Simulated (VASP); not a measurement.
Runs of VASP 6.6.1 on Te2Pb. The structure is that of space group Fm-3m (No. 225), or close to it. The cells are those of the table. 

```tsv
cell	gap on the mesh (eV)	pressure (GPa)
a = 5.313 Å, angles 60.0°, 3 atoms	none	(b)
a = 5.348 Å, angles 60.0°, 3 atoms	none	-1.5
a = 5.243 Å, angles 60.0°, 3 atoms	none	0.7
a = 5.278, b = 5.358, c = 5.358 Å, angles 59.0, 60.5, 60.5°, 3 atoms	none	(a)
a = 4.958 Å, angles 60.0°, 3 atoms	none	11.6
```

Alike in all rows: task single point; level PBEsol; potentials or basis VASP PAW PBE potentials, release 64 (Pb_d, Te); no spin polarisation; k mesh 8 × 8 × 8; cutoff (eV) 520; smearing gaussian 0.05 eV.

**Question.** Estimate the missing entries.

**Answer.** (a) -1.1; (b) -0.8.

Caveats: the PAW data sets were made with another functional, which shifts forces and pressure a little; spin-orbit coupling is left out, which moves the levels of the heavy elements.

A k mesh can miss the band edges, and the runs leave out spin-orbit coupling on Pb, Te.

A gap of «none» marks levels without a gap at the run's occupations.
